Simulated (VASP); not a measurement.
Here is a VASP 6.6.1 calculation.

File INCAR:

```
PREC = Accurate
ENCUT = 600
EDIFF = 1E-6
ISMEAR = -1
SIGMA = 0.05
LREAL = False
LASPH = True
NELM = 60
ALGO = Normal
ISIF = 3
LWAVE = False
LCHARG = False
GGA = PS
IBRION = 2
NSW = 80
EDIFFG = -0.01
```

The input KPOINTS:

```
Automatic mesh
0
Gamma
  10 10 2
```

POSCAR

```
MoS2
1.0
    3.1841260822      0.0000000000      0.0000000000
   -1.5920630411      2.7575340760      0.0000000000
    0.0000000000      0.0000000000     17.3345999500
Mo S
1 2
Direct
    0.0000000000      0.0000000000      0.0000000000
    0.3333333333      0.6666666667      0.9105070200
    0.3333333333      0.6666666667      0.0894929800
```

Potentials or basis: VASP PAW PBE potentials, release 64 (Mo_sv, S).

The run is started by

```sh
$ cat potpaw_PBE.64/Mo_sv/POTCAR potpaw_PBE.64/S/POTCAR > POTCAR
$ mpirun -np 1 vasp_std > vasp.out
```

**Question.** Estimate the relaxed cell.

**Answer.** a = 3.141 Å, b = 3.141 Å, c = 17.379 Å, α = 90.00°, β = 90.00°, γ = 120.00°.

**Question.** What does it give for the space group after relaxing (to 0.1 Å)?

**Answer.** P-6m2 (No. 187).

**Question.** What does it give for the band gap on the k mesh?

**Answer.** 2.03 eV (least direct gap 2.07 eV).

Final structure:
```
Mo S
1.0
     3.14092    0.00000    0.00000
    -1.57046    2.72011    0.00000
     0.00000    0.00000   17.37864
Mo S
1 2
Direct
  0.00000 0.00000 0.00000
  0.33333 0.66667 0.91034
  0.33333 0.66667 0.08966
```
